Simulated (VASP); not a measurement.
# Si (Cmcm) in VASP: further runs, part 2 of 2

VASP 6.6.1. Earlier steps stand in the parts before.

### Step 5. Single point, LDA (strain +0.0750 x Voigt [0, 1, 0, 0, 0, 0])

Input file INCAR:

```
  ALGO = Normal
  EDIFF = 1E-6
  ENCUT = 520
  GGA = CA
  ISIF = 2
  ISMEAR = 0
  LASPH = True
  LCHARG = False
  LREAL = False
  LWAVE = False
  NBANDS = 16
  NELM = 80
  PREC = Accurate
  SIGMA = 0.03
```

Input file KPOINTS:

```
k-points
0
Gamma
  12 12 6
```

Input file POSCAR:

```
Si
1.0
    3.8313174605      0.0000000000      0.0000000000
   -1.9156587303      3.5668696196      0.0000000000
    0.0000000000      0.0000000000      6.3326220002
Si
4
Direct
    0.3333333333      0.6666666667      0.0630095000
    0.6666666667      0.3333333333      0.5630095000
    0.3333333333      0.6666666667      0.4369905000
    0.6666666667      0.3333333333      0.9369905000
```

Potentials or basis: VASP PAW LDA potentials, release 64 (Si).

The run is started by

```
cat potpaw_LDA.64/Si/POTCAR > POTCAR
mpirun -np 1 vasp_std > vasp.out
```

OUTCAR:

```text
EDIFF = 1E-6
   ENCUT = 520
   GGA = CA
   ISIF = 2
   ISMEAR = 0
   LASPH = True
   LREAL = False
   NELM = 80
   PREC = Accurate

 ion  position               nearest neighbor table
   1  0.333  0.667  0.063-   3 2.37   4 2.39   4 2.39   4 2.51
   2  0.667  0.333  0.563-   4 2.37   3 2.39   3 2.39   3 2.51
   3  0.333  0.667  0.437-   1 2.37   2 2.39   2 2.39   2 2.51
   4  0.667  0.333  0.937-   2 2.37   1 2.39   1 2.39   1 2.51

  LATTYP: Found a base centered orthorhombic cell.
 ALAT       =     3.8313174605
 B/A-ratio  =     1.8619546182
 C/A-ratio  =     1.6528575524

  Lattice vectors:

 A1 = (   1.9156587303,  -3.5668696196,   0.0000000000)
 A2 = (   1.9156587302,   3.5668696196,   0.0000000000)
 A3 = (   0.0000000000,   0.0000000000,   6.3326220002)

Analysis of symmetry for initial positions (statically):
=====================================================================
 Subroutine PRICEL returns:
 Original cell was already a primitive cell.

 Routine SETGRP: Setting up the symmetry group for a
 base centered orthorhombic supercell.

 Subroutine GETGRP returns: Found  8 space group operations
[... 175 lines left out ...]
 fundamental gap:      0.0599389428
 Fermi energy:         5.3287172200

 k-point     1 :       0.0000    0.0000    0.0000
  band No.  band energies     occupation
      1      -6.4652      2.00000
      2      -4.1106      2.00000
      3      -1.7372      2.00000
      4       3.4792      2.00000
      5       3.8205      2.00000
      6       4.9352      2.00000
[... 433 lines left out ...]
      3      -1.6544      2.00000
      4      -0.5712      2.00000
      5       0.7470      2.00000
      6       1.5426      2.00000
[... 8 lines left out ...]
     15      11.5111      0.00000
     16      11.8551      0.00000

 [... further k-points ...]

------------------------ aborting loop because EDIFF is reached ----------------------------------------

  FORCE on cell =-STRESS in cart. coord.  units (eV):
  Direction    XX          YY          ZZ          XY          YZ          ZX
  --------------------------------------------------------------------------------------
  -------------------------------------------------------------------------------------
  Total       -2.2970164     -7.5545447     -1.4965078      0.0000000      0.0000000      0.0000000
  in kB      -42.5261175   -139.8620654    -27.7057957      0.0000000      0.0000000      0.0000000
  external PRESSURE =     -70.0313262 kB  Pullay stress =       0.0000000 kB

 VOLUME and BASIS-vectors are now :
 -----------------------------------------------------------------------------
  energy-cutoff  :      520.00
  volume of cell :       86.54
      direct lattice vectors                 reciprocal lattice vectors
     3.831317461  0.000000000  0.000000000     0.261006823  0.140178939  0.000000000
    -1.915658730  3.566869620  0.000000000     0.000000000  0.280357879  0.000000000
     0.000000000  0.000000000  6.332622000     0.000000000  0.000000000  0.157912473

 POSITION                                       TOTAL-FORCE (eV/Angst)
 -----------------------------------------------------------------------------------
     -0.00000      2.37791      0.39902        -0.000000      0.274513     -0.302032
      1.91566      1.18896      3.56533         0.000000     -0.274513     -0.302032
     -0.00000      2.37791      2.76730        -0.000000      0.274513      0.302032
      1.91566      1.18896      5.93361         0.000000     -0.274513      0.302032
 -----------------------------------------------------------------------------------
    total drift:                                0.000000     -0.000000      0.000000

  FREE ENERGIE OF THE ION-ELECTRON SYSTEM (eV)
  ---------------------------------------------------
  free  energy   TOTEN  =       -23.4660076756 eV

  energy  without entropy=      -23.4659624804  energy(sigma->0) =      -23.46598508
```

OSZICAR:

```text
N       E                     dE             d eps       ncg     rms          rms(c)
DAV:   1     0.243572537377E+02    0.24357E+02   -0.58945E+03  5504   0.813E+02
DAV:   2    -0.219736173568E+02   -0.46331E+02   -0.42229E+02  7448   0.119E+02
DAV:   3    -0.238931613158E+02   -0.19195E+01   -0.19022E+01  7528   0.231E+01
DAV:   4    -0.239185742360E+02   -0.25413E-01   -0.25407E-01  6904   0.339E+00
DAV:   5    -0.239190807041E+02   -0.50647E-03   -0.50642E-03  7592   0.458E-01    0.643E+00
DAV:   6    -0.236101769138E+02    0.30890E+00   -0.12353E-01  6360   0.165E+00    0.380E+00
DAV:   7    -0.234657301393E+02    0.14445E+00   -0.24233E-01  6704   0.231E+00    0.265E-01
DAV:   8    -0.234659695943E+02   -0.23945E-03   -0.21609E-02  6440   0.823E-01    0.164E-01
DAV:   9    -0.234659730876E+02   -0.34933E-05   -0.88534E-04  7544   0.172E-01    0.993E-02
DAV:  10    -0.234660170420E+02   -0.43954E-04   -0.17909E-04  6736   0.697E-02    0.262E-02
DAV:  11    -0.234660080303E+02    0.90117E-05   -0.19542E-05  6848   0.245E-02    0.119E-02
DAV:  12    -0.234660076756E+02    0.35470E-06   -0.18603E-06  5848   0.762E-03
   1 F= -.23466008E+02 E0= -.23465985E+02  d E =-.451952E-04
```

Run time: 89 s. Hardware: 1 thread of AMD EPYC 9R45 (Zen 5), shared host; peak memory 0.25 GiB.

What came out:

| Item | Value |
| --- | --- |
| Free energy | -23.4660 eV |
| Pressure | -7.0 GPa |
| Largest force | 0.408 eV/Å |
| Band gap on the k mesh | zero (bands 8 and 9 overlap by 0.06 eV) |

Forces on the atoms (eV/Å):
```
Si   0.000  0.275 -0.302
Si   0.000 -0.275 -0.302
Si   0.000  0.275  0.302
Si   0.000 -0.275  0.302
```

Stress tensor (GPa, compression positive):
```
 -4.25   0.00   0.00
  0.00 -13.99   0.00
  0.00   0.00  -2.77
```

Caveat: the cell differs from its parent crystal (strain +0.0750 x Voigt [0, 1, 0, 0, 0, 0]); the cell stands under tension; semilocal functionals underestimate gaps, so a narrow gap can read as zero.

### Step 6. Summary

| cell | gap on the mesh (eV) | pressure (GPa) | largest force (eV/Å) |
| --- | --- | --- | --- |
| a = 3.831, b = 3.409, c = 6.333 Å, angles 90.0, 90.0, 124.2°, 4 atoms | none | 21.1 | 3.69 |
| a = 3.831, b = 3.513, c = 6.333 Å, angles 90.0, 90.0, 123.0°, 4 atoms | none | 12.9 | 2.22 |
| a = 3.831, b = 3.618, c = 6.333 Å, angles 90.0, 90.0, 122.0°, 4 atoms | none | 6.7 | 1.17 |
| a = 3.831, b = 4.049, c = 6.333 Å, angles 90.0, 90.0, 118.2°, 4 atoms | none | -7.0 | 0.41 |

Alike in all rows: task single point; level LDA; potentials or basis VASP PAW LDA potentials, release 64 (Si); no spin polarisation; k mesh 12 × 12 × 6; cutoff (eV) 520; smearing gaussian 0.03 eV.

Caveats: the cell stands under pressure (at least some runs); forces of over 1 eV/Å act on the atoms, so gaps and moduli don't describe the material at rest (at least some runs); semilocal functionals underestimate gaps, so a narrow gap can read as zero (at least some runs); the cell stands under tension (at least some runs).

Absolute energies hang on the potentials; compare differences alone.
